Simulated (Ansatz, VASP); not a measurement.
# Two plane-wave programs on Ge

```
CELL_PARAMETERS angstrom
0.00000 2.79427 2.84334
2.79427 0.00000 2.84334
2.79427 2.79427 0.00000
ATOMIC_POSITIONS crystal
Ge 0.00000 0.00000 0.00000
Ge 0.25000 0.25000 0.25000
```

Alike in both runs: functional LDA; k mesh 12 × 12 × 12; occupations gaussian, width 0.05 eV; no spin polarisation.

Ansatz relaxed the structure, and its values are those at the end. VASP's run is a single point on that final structure, the one shown.

|  | VASP | Ansatz |
| --- | --- | --- |
| version | VASP 6.6.1 | Ansatz 0.2.0 |
| potentials or method | VASP PAW LDA potentials, release 64 (Ge_d) | scalar-relativistic, plane waves, PAW |
| plane-wave cutoff (eV) | 520 | 420 |
| valence electrons in the cell | 28 | 28 |

VASP gave:

| Property | Result |
| --- | --- |
| gap on the k mesh at the Fermi level (eV) | none |
| pressure (GPa) | 0.1 |

**Question.** Which values does Ansatz return?

**Answer.** gap on the k mesh at the Fermi level (eV): none; pressure (GPa): 0.0.

LDA's correlation is that of Perdew and Zunger in VASP and of Perdew and Wang (1992) in Ansatz. A gap of «none» marks a metal or a gap that the smearing closes. Ansatz's warnings: stress scf threshold loose.
